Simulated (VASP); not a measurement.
Here is a VASP 6.6.1 calculation.

INCAR

```
PREC = Accurate
ENCUT = 520
EDIFF = 1E-6
ISMEAR = -1
SIGMA = 0.08
LREAL = F
LASPH = T
NELM = 60
ALGO = Normal
ISIF = 2
LWAVE = F
LCHARG = F
GGA = PE
NBANDS = 16
```

File KPOINTS:

```
Automatic mesh
0
Gamma
  15 15 13
```

The input POSCAR:

```
TiB2
1.0
    3.0392620569      0.0000000000      0.0000000000
   -1.5196310285      2.6320781501      0.0000000000
    0.0000000000      0.0000000000      3.2391256602
Ti B
1 2
Direct
    0.0000000000      0.0000000000      0.0000000000
    0.3333333333      0.6666666667      0.5000000000
    0.6666666667      0.3333333333      0.5000000000
```

Potentials or basis: VASP PAW PBE potentials, release 64 (Ti_sv, B).

The run is started by

```bash
$ cat potpaw_PBE.64/Ti_sv/POTCAR potpaw_PBE.64/B/POTCAR > POTCAR
$ mpirun -np 1 vasp_std > vasp.out
```

(1) What does it give for the pressure?

(2) Predict the band gap on the k mesh.

## Answers

(1) -2.0 GPa.

(2) zero (bands 9 and 10 overlap by 0.46 eV).
